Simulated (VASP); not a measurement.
# Hf3Ta2F (P-6m2) in VASP: a series of runs, part 2 of 2

VASP 6.6.1. Earlier steps stand in the parts before.

## 3. Relaxation of cell and atoms, PBE

This run uses another cell than the first one, of 20.70 Å³/atom.

INCAR

```
PREC = Accurate
ENCUT = 600
EDIFF = 1E-6
ISMEAR = 0
SIGMA = 0.1
LREAL = False
LASPH = True
NELM = 100
ALGO = Normal
ISIF = 3
LWAVE = False
LCHARG = False
GGA = PE
IBRION = 2
NSW = 90
EDIFFG = -0.04
```

KPOINTS

```
regular mesh
0
Gamma
  6 6 2
```

POSCAR

```
Hf3Ta2F
1.0
    4.0075276400      0.0000000000      0.0000000000
   -2.0037638200      3.4706207400      0.0000000000
    0.0000000000      0.0000000000      8.9303451200
Hf Ta F
3 2 1
Direct
    0.0000000000      0.0000000000      0.0000000000
    0.3333333300      0.6666666700      0.5000000000
    0.3333333300      0.6666666700      0.0000000000
    0.6666666700      0.3333333300      0.7522701000
    0.6666666700      0.3333333300      0.2477299000
    0.0000000000      0.0000000000      0.5000000000
```

Potentials or basis: VASP PAW PBE potentials, release 64 (Hf_pv, Ta_pv, F).

Started as:

```console
$ cat potpaw_PBE.64/Hf_pv/POTCAR potpaw_PBE.64/Ta_pv/POTCAR potpaw_PBE.64/F/POTCAR > POTCAR
$ mpirun -np 1 vasp_std > vasp.out
```

Run time: 8.1 min. Hardware: 1 thread of Intel Xeon Platinum 8488C (Sapphire Rapids), shared host; peak memory 0.32 GiB.

It converged, with:

* Free energy: -54.7800 eV
* Relaxed volume: 19.41 Å³/atom
* Relaxed cell: a = 4.834 Å, b = 4.834 Å, c = 5.753 Å, α = 90.00°, β = 90.00°, γ = 120.00°
* Space group after relaxing (to 0.1 Å): P-6m2 (No. 187)
* Energy gained by relaxing: 924.6 meV/atom
* Ionic steps: 12
* Pressure after relaxing: -0.3 GPa
* Largest force after relaxing: 0.039 eV/Å
* Band gap on the k mesh: zero (an odd number of electrons rules out a gap without spin polarisation)

Forces in eV/Å, atoms in the order of the input:
```
Hf   0.000  0.000  0.000
Hf   0.000  0.000  0.000
Hf   0.000  0.000  0.000
Ta   0.000  0.000 -0.039
Ta   0.000  0.000  0.039
F    0.000  0.000  0.000
```

Step by step:
```tsv
step	energy change (eV)	largest force (eV/Å)	pressure (GPa)	volume (Å³)
1	0.0000	2.2457	0.07	124.21
2	-2.4864	0.4834	-1.45	122.99
3	-3.3393	0.3572	-0.03	120.93
4	-5.1614	1.8642	7.27	113.54
5	-4.7751	0.1072	-11.88	133.17
6	-5.4000	0.9402	-1.57	120.60
7	-5.4005	0.9800	-1.22	120.27
8	-5.4892	0.3882	-0.73	118.01
9	-5.5216	0.0144	0.18	116.11
10	-5.5448	0.2286	0.30	115.67
11	-5.5458	0.1761	0.25	115.75
12	-5.5479	0.0389	-0.29	116.45
```

Final structure:
```
Hf Ta F
1.0
     4.83440    0.00000    0.00000
    -2.41720    4.18671    0.00000
     0.00000    0.00000    5.75315
Hf Ta F
3 2 1
Cartesian
  0.0000 0.0000 0.0000
  0.0000 2.7911 2.8766
  0.0000 2.7911 0.0000
  2.4172 1.3956 4.4071
  2.4172 1.3956 1.3461
  0.0000 0.0000 2.8766
```

Levels at points of the mesh, in eV from the Fermi level:
```
           k point  band 27  band 28  band 29  band 30  band 31  band 32
(0.00, 0.00, 0.00)    -0.92    -0.43    -0.43     0.38     0.58     0.58
(0.50, 0.00, 0.00)    -1.04    -0.39     0.26     0.37     0.46     0.46
(0.00, 0.00, 0.50)    -1.23    -0.73    -0.44     0.08     0.08     2.01
(0.50, 0.00, 0.50)    -0.60    -0.46    -0.21    -0.07     0.30     0.44
```

Caveat: a cell axis changed by over 15 % at a fixed basis, so the end point is rough; spin-orbit coupling is left out, which moves the levels of the heavy elements; an odd number of electrons without spin polarisation forces a metal; a magnetic or distorted state may lie lower.

## 4. Single point, PBE

This run uses another cell than the first one, of the same volume but with other edges.

INCAR

```
SYSTEM = Hf3Ta2F
PREC = Accurate
ENCUT = 520
EDIFF = 1E-6
ISMEAR = 0
SIGMA = 0.1
LREAL = .FALSE.
LASPH = .TRUE.
NELM = 80
ALGO = Normal
ISIF = 2
LWAVE = .FALSE.
LCHARG = .FALSE.
GGA = PE
NBANDS = 38
```

KPOINTS

```
Automatic mesh
0
G
  12 12 8
  0 0 0
```

POSCAR

```
Hf3Ta2F
1.0
    4.9796664543      0.0000000000      0.0000000000
   -2.4898332271      4.3125176518      0.0000000000
    0.0000000000      0.0000000000      5.4305742948
Hf Ta F
3 2 1
Direct
    0.0000000000      0.0000000000      0.0000000000
    0.3333333333      0.6666666667      0.5000000000
    0.3333333333      0.6666666667      0.0000000000
    0.6666666667      0.3333333333      0.7617483078
    0.6666666667      0.3333333333      0.2382516922
    0.0000000000      0.0000000000      0.5000000000
```

Potentials or basis: VASP PAW PBE potentials, release 64 (Hf_pv, Ta_pv, F).

Started as:

```console
$ cat potpaw_PBE.64/Hf_pv/POTCAR potpaw_PBE.64/Ta_pv/POTCAR potpaw_PBE.64/F/POTCAR > POTCAR
$ mpirun -np 1 vasp_std > vasp.out
```

OUTCAR:

```text
SYSTEM = Hf3Ta2F
   PREC = Accurate
   ENCUT = 520
   EDIFF = 1E-6
   ISMEAR = 0
   LREAL = .FALSE.
   LASPH = .TRUE.
   NELM = 80
   ISIF = 2
   GGA = PE

 ion  position               nearest neighbor table
   1  0.000  0.000  0.000-   6 2.72   6 2.72   3 2.88   3 2.88   3 2.88   5 3.15   4 3.15   5 3.15
                             4 3.15   5 3.15   4 3.15
   2  0.333  0.667  0.500-   3 2.72   3 2.72   6 2.88   6 2.88   6 2.88   4 3.21   5 3.21   4 3.21
                             5 3.21   5 3.21   4 3.21
   3  0.333  0.667  0.000-   2 2.72   2 2.72   1 2.88   1 2.88   1 2.88   4 3.15   5 3.15   4 3.15
                             5 3.15   4 3.15   5 3.15
   4  0.667  0.333  0.762-   5 2.59   5 2.84   1 3.15   3 3.15   3 3.15   1 3.15   1 3.15   3 3.15
[... 1197 lines left out ...]
  Total       -0.3427268     -0.3427268     -0.2568595     -0.0000000      0.0000000      0.0000000
  in kB       -4.7084905     -4.7084905     -3.5288182     -0.0000000      0.0000000      0.0000000
  external PRESSURE =      -4.3152664 kB  Pullay stress =       0.0000000 kB

 VOLUME and BASIS-vectors are now :
 -----------------------------------------------------------------------------
  energy-cutoff  :      520.00
  volume of cell :      116.62
      direct lattice vectors                 reciprocal lattice vectors
     4.979666454  0.000000000  0.000000000     0.200816663  0.115941554  0.000000000
    -2.489833227  4.312517652  0.000000000     0.000000000  0.231883109  0.000000000
     0.000000000  0.000000000  5.430574295     0.000000000  0.000000000  0.184142587

 POSITION                                       TOTAL-FORCE (eV/Angst)
 -----------------------------------------------------------------------------------
      0.00000      0.00000      0.00000         0.000000      0.000000      0.000000
     -0.00000      2.87501      2.71529        -0.000000      0.000000      0.000000
     -0.00000      2.87501      0.00000         0.000000      0.000000      0.000000
      2.48983      1.43751      4.13673        -0.000000     -0.000000      0.007860
      2.48983      1.43751      1.29384        -0.000000     -0.000000     -0.007860
      0.00000      0.00000      2.71529         0.000000      0.000000      0.000000
 -----------------------------------------------------------------------------------
    total drift:                               -0.000000      0.000000     -0.000000

  FREE ENERGIE OF THE ION-ELECTRON SYSTEM (eV)
  ---------------------------------------------------
  free  energy   TOTEN  =       -54.9512880329 eV

  energy  without entropy=      -54.9162849072  energy(sigma->0) =      -54.93378647
```

stdout:

```text
POSCAR found type information on POSCAR HfTaF
 POSCAR found :  3 types and       6 ions
 scaLAPACK will be used
 LDA part: xc-table for (Slater+PW92), standard interpolation
 POSCAR, INCAR and KPOINTS ok, starting setup
 FFT: planning ... GRIDC
 FFT: planning ... GRID_SOFT
 FFT: planning ... GRID
 WAVECAR not read
 entering main loop
```

Wall time 5.3 min (1 thread of Intel Xeon Platinum 8488C (Sapphire Rapids), shared host); peak memory 0.51 GiB.

Results:

```
Free energy            : -54.9513 eV
Pressure               : -0.4 GPa
Largest force          : 0.008 eV/Å
Band gap on the k mesh : zero (an odd number of electrons rules out a gap without spin polarisation)
```

Forces on the atoms (eV/Å):
```
Hf   0.000  0.000  0.000
Hf   0.000  0.000  0.000
Hf   0.000  0.000  0.000
Ta   0.000  0.000  0.008
Ta   0.000  0.000 -0.008
F    0.000  0.000  0.000
```

Caveat: spin-orbit coupling is left out, which moves the levels of the heavy elements; an odd number of electrons without spin polarisation forces a metal; a magnetic or distorted state may lie lower.

## 5. Overview

```csv
task,cell,k mesh,cutoff (eV),gap on the mesh (eV),pressure (GPa),relaxed volume (Å³/atom),largest force (eV/Å)
relaxation of cell and atoms,"relaxed from a = 4.851, b = 4.851, c = 5.733 Å, angles 90.0, 90.0, 120.0°, 6 atoms, atomic positions A",6 × 6 × 4,600,none,-0.1,19.38,0.04
relaxation of cell and atoms,"relaxed from a = 4.008, b = 4.008, c = 8.930 Å, angles 90.0, 90.0, 120.0°, 6 atoms, atomic positions B",6 × 6 × 2,600,none,-0.3,19.41,0.04
single point,"a = 4.980, b = 4.980, c = 5.431 Å, angles 90.0, 90.0, 120.0°, 6 atoms, atomic positions C",12 × 12 × 8,520,none,-0.4,-,0.01
```

Alike in all rows: level PBE; potentials or basis VASP PAW PBE potentials, release 64 (Hf_pv, Ta_pv, F); no spin polarisation; smearing gaussian 0.1 eV.

Caveats: spin-orbit coupling is left out, which moves the levels of the heavy elements; an odd number of electrons without spin polarisation forces a metal; a magnetic or distorted state may lie lower; a cell axis changed by over 15 % at a fixed basis, so the end point is rough (at least some runs).

Absolute energies hang on the potentials; compare differences alone.
